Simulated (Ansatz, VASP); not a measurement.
## Two plane-wave programs on Ti

```xyz
1
Lattice="2.6405 0.0000 0.0000 0.0000 2.6405 0.0000 0.0000 0.0000 2.6405" Properties=species:S:1:pos:R:3 pbc="T T T"
Ti    0.0000    0.0000    0.0000
```

Alike in both runs: task electric field gradients; functional PBE; k mesh 15 × 15 × 15; occupations fermi-dirac, width 0.05 eV; no spin polarisation.

|  | VASP | Ansatz |
| --- | --- | --- |
| version | VASP 6.6.1 | Ansatz 0.2.0 |
| potentials or method | VASP PAW PBE potentials, release 64 (Ti_sv), cutoff 520 eV | PAW with Ansatz's default frozen-core files, scalar-relativistic |
| valence electrons in the cell | 12 | 12 |

|  | VASP | Ansatz | Ansatz less VASP |
| --- | --- | --- | --- |
| pressure (GPa) | -0.1 | 0.0 | +0.09 |

The functional is the same, so the differences come from potentials, cutoffs and numerics.
